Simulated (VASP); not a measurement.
**HC4: single point with PBE+D3(BJ)**

The system is HC4, a slab with vacuum.

```
C H
1.0
     4.93140    0.00000    0.00000
    -2.46570    4.27072    0.00000
     0.00000    0.00000   18.00000
C H
8 2
Direct
  0.16667 0.33333 0.22222
  0.16667 0.83333 0.22222
  0.66667 0.33333 0.22222
  0.66667 0.83333 0.22222
  0.33333 0.16667 0.22222
  0.33333 0.66667 0.22222
  0.83333 0.16667 0.22222
  0.83333 0.66667 0.22222
  0.13026 0.13026 0.36667
  0.36974 0.36974 0.36667
```

```
Program                : VASP 6.6.1
Task                   : single point
Functional             : PBE
Dispersion             : D3(BJ)
Potentials or basis    : VASP PAW PBE potentials, release 64 (C, H)
Cutoff                 : 520 eV
k mesh                 : 6 × 6 × 1
Occupations            : gaussian, width 0.1 eV
Spin                   : no spin polarisation
Dipole correction      : yes
Further INCAR settings : ALGO = Normal; EDIFF = 1e-06; NBANDS = 28
```

```json
{
 "Largest force": "4.668 eV/Å",
 "Band gap on the k mesh": "0.01 eV",
 "Dispersion energy per atom": "-0.085 eV"
}
```

Forces on the atoms (eV/Å):
```
C   -0.021  0.012 -0.206
C    0.005  0.063 -0.008
C   -0.052 -0.036 -0.008
C   -0.029  0.017  0.053
C    0.021 -0.012 -0.206
C   -0.005 -0.063 -0.008
C    0.052  0.036 -0.008
C    0.029 -0.017  0.053
H    2.332  4.040  0.170
H   -2.332 -4.040  0.170
```

Levels at points of the mesh, in eV from the valence-band top:
| k point | band 14 | band 15 | band 16 | band 17 | band 18 | band 19 | band 20 | band 21 |
| --- | --- | --- | --- | --- | --- | --- | --- | --- |
| (0.00, 0.00, 0.00) | -3.03 | -2.36 | -2.35 | -2.31 | 1.47 | 1.68 | 1.68 | 3.65 |
| (0.50, 0.00, 0.00) | -5.03 | -4.20 | -2.75 | -2.65 | 2.12 | 2.82 | 2.82 | 5.63 |
| (0.50, 0.50, 0.00) | -5.04 | -4.22 | -2.75 | -2.65 | 2.82 | 2.82 | 3.22 | 4.49 |

Run time: 6.6 min on 1 thread of Intel Xeon 8259CL (shared host), peak memory 0.56 GiB.
